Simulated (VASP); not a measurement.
## LiH: single point with PBE

LiH:

```xyz
2
Lattice="0.0200 2.0230 2.0230 2.0230 0.0200 2.0230 2.0230 2.0230 0.0200" Properties=species:S:1:pos:R:3 pbc="T T T"
Li    0.0000    0.0000    0.0000
H     2.0330    2.0330    2.0330
```

This cell differs from its parent crystal: strain along [111] +1.5%.

```yaml
Program: VASP 6.6.1
Task: single point
Functional: PBE
Potentials_or_basis: VASP PAW PBE potentials, release 64 (Li_sv, H)
Cutoff: 520 eV
k_mesh: 6 × 6 × 6
Occupations: gaussian, width 0.01 eV
Spin: no spin polarisation
```

```
Band gap on the k mesh : 2.99 eV, direct
```

Levels at points of the mesh, in eV from the valence-band top:
```csv
k point,band 1,band 2,band 3,band 4,band 5,band 6
"(0.00, 0.00, 0.00)",-44.31,-5.39,15.92,17.46,17.90,17.90
"(0.50, 0.00, 0.00)",-44.26,-2.56,4.93,13.48,16.25,16.39
"(0.50, 0.50, 0.00)",-44.25,0.00,2.99,10.59,10.91,13.89
"(0.50, 0.50, 0.50)",-44.27,-2.69,4.78,13.74,16.58,16.58
```

Wall time 3.3 s on 1 thread of Intel(R) Xeon(R) 6975P-C (Granite Rapids), on a shared host, peak memory 0.13 GiB.

Caveat: the k points lie up to 0.45 Å⁻¹ apart; the cell differs from its parent crystal (strain along [111] +1.5%). A k mesh can miss the band edges.
